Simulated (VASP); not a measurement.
A run of VASP 6.6.1 is set up as follows.

The input POSCAR:

```
LiH
1.0
    3.2548234149      0.0000000000      0.0000000000
   -1.6274117074      2.8187597621      0.0000000000
    0.0000000000      0.0000000000      4.0690682547
Li H
2 2
Direct
    0.3333333333      0.6666666667      0.2500000000
    0.6666666667      0.3333333333      0.7500000000
    0.6666666667      0.3333333333      0.2500000000
    0.3333333333      0.6666666667      0.7500000000
```

The input INCAR.step1:

```
  ALGO = Normal
  EDIFF = 1E-4
  ENCUT = 520
  GGA = PE
  ISMEAR = 0
  LASPH = T
  LCHARG = F
  LREAL = F
  LWAVE = T
  NBANDS = 12
  NELM = 100
  PREC = Accurate
  SIGMA = 0.01
```

INCAR.step2

```
  ALGO = Normal
  EDIFF = 1E-7
  ENCUT = 520
  ISIF = 2
  ISMEAR = 0
  ISTART = 1
  LASPH = T
  LCHARG = F
  LMIXTAU = T
  LREAL = F
  LWAVE = F
  METAGGA = R2SCAN
  NBANDS = 12
  NELM = 100
  PREC = Accurate
  SIGMA = 0.01
```

Contents of KPOINTS:

```
k-points
0
Gamma
  9 9 6
```

Potentials or basis: VASP PAW PBE potentials, release 64 (Li_sv, H).

Launch:

```sh
$ cat potpaw_PBE.64/Li_sv/POTCAR potpaw_PBE.64/H/POTCAR > POTCAR
$ cp INCAR.step1 INCAR
$ mpirun -np 1 vasp_std > vasp.out
$ cp INCAR.step2 INCAR
$ mpirun -np 1 vasp_std > vasp.out
```

Problem. Estimate the band gap on the k mesh.

Solution. 2.30 eV (least direct gap 3.61 eV).

 A k mesh can miss the band edges.
